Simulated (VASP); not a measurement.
Here is a VASP 6.6.1 calculation.

INCAR

```
PREC = Accurate ; ENCUT = 520
EDIFF = 1E-6 ; ISMEAR = 0
SIGMA = 0.15 ; LREAL = False
LASPH = True ; NELM = 100
ALGO = Fast ; ISIF = 2
LWAVE = False ; LCHARG = False
GGA = PS ; NBANDS = 36
```

KPOINTS

```
Automatic mesh
0
Gamma
  20 20 4
```

File POSCAR:

```
Ir
1.0
    1.9197000000     -1.9197000000      0.0000000000
    1.9197000000      0.0000000000     -1.9197000000
   10.2768762114     10.2768762114     10.2768762114
Ir
6
Direct
    0.6666666667      0.6666666667      0.0622535493
    0.0000000000      0.0000000000      0.6849135744
    0.3333333333      0.3333333333      0.1867855543
    0.6666666667      0.6666666667      0.4358495644
    0.0000000000      0.0000000000      0.3113175594
    0.3333333333      0.3333333333      0.5603815694
```

Potentials or basis: VASP PAW PBE potentials, release 64 (Ir).

Command:

```bash
$ cat potpaw_PBE.64/Ir/POTCAR > POTCAR
$ mpirun -np 1 vasp_std > vasp.out
```

Task: Predict the largest force.

Result: 0.561 eV/Å.

Task: What does it give for the pressure?

Result: -7.2 GPa.

Task: Estimate the band gap on the k mesh.

Result: Zero (bands 27 and 28 overlap by 2.20 eV).

Stress tensor (GPa, compression positive):
```
-7.16  1.13  1.13
 1.13 -7.16  1.13
 1.13  1.13 -7.16
```

Caveat: the cell differs from its parent crystal (the distance across one plane changed); the cell stands under tension; the PAW data sets were made with another functional, which shifts forces and pressure a little; spin-orbit coupling is left out, which moves the levels of the heavy elements.
